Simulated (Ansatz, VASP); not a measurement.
## Cd in VASP and in Ansatz

File INCAR:

```
PREC = Accurate
ENCUT = 520
EDIFF = 1E-7
ISMEAR = -1
SIGMA = 0.08
LREAL = False
LASPH = True
NELM = 60
ALGO = Normal
ISIF = 2
LWAVE = False
LCHARG = False
GGA = PE
NBANDS = 19
```

Contents of KPOINTS:

```
Automatic mesh
0
Gamma
  9 9 9
```

POSCAR

```
Cd
1.0
    0.0000000000      3.3947638117      3.3947638117
    3.3947638117      0.0000000000      3.3947638117
    3.3947638117      3.3947638117      0.0000000000
Cd
2
Direct
    0.0000000000      0.0000000000      0.0000000000
    0.2500000000      0.2500000000      0.2500000000
```

Input for Ansatz:

```yaml
crystal:
  lattice:
    - [0.0, 3.3947638117, 3.3947638117]
    - [3.3947638117, 0.0, 3.3947638117]
    - [3.3947638117, 3.3947638117, 0.0]
  atoms:
    - { symbol: Cd, position: [0.0, 0.0, 0.0] }
    - { symbol: Cd, position: [0.25, 0.25, 0.25] }
kpoints:
  mp_grid: { grid: [9, 9, 9] }
scf:
  occupations: { method: fermi_dirac, width: 0.08 }
hamiltonian:
  xc: pbe
  pseudopotentials: { kind: all_electron, lapw: { basis_error: 0.00025 } }
output:
  forces: true
  stress: true
  eigenvalues: true
```

Change from the starting cell: volume scaled by 1.05.

Alike in both runs: task single point; functional PBE; k mesh 9 × 9 × 9; occupations fermi-dirac, width 0.08 eV; no spin polarisation.

```csv
,VASP,Ansatz
version,VASP 6.6.1,Ansatz 0.2.0
potentials or method,"VASP PAW PBE potentials, release 64 (Cd), cutoff 520 eV","all-electron LAPW, scalar-relativistic"
```

Ansatz gave:

* pressure (GPa): -0.6

**Question.** Estimate VASP's values.

**Answer.** Pressure (GPa): -0.5.

Ansatz ran all-electron here, and VASP with PAW potentials.
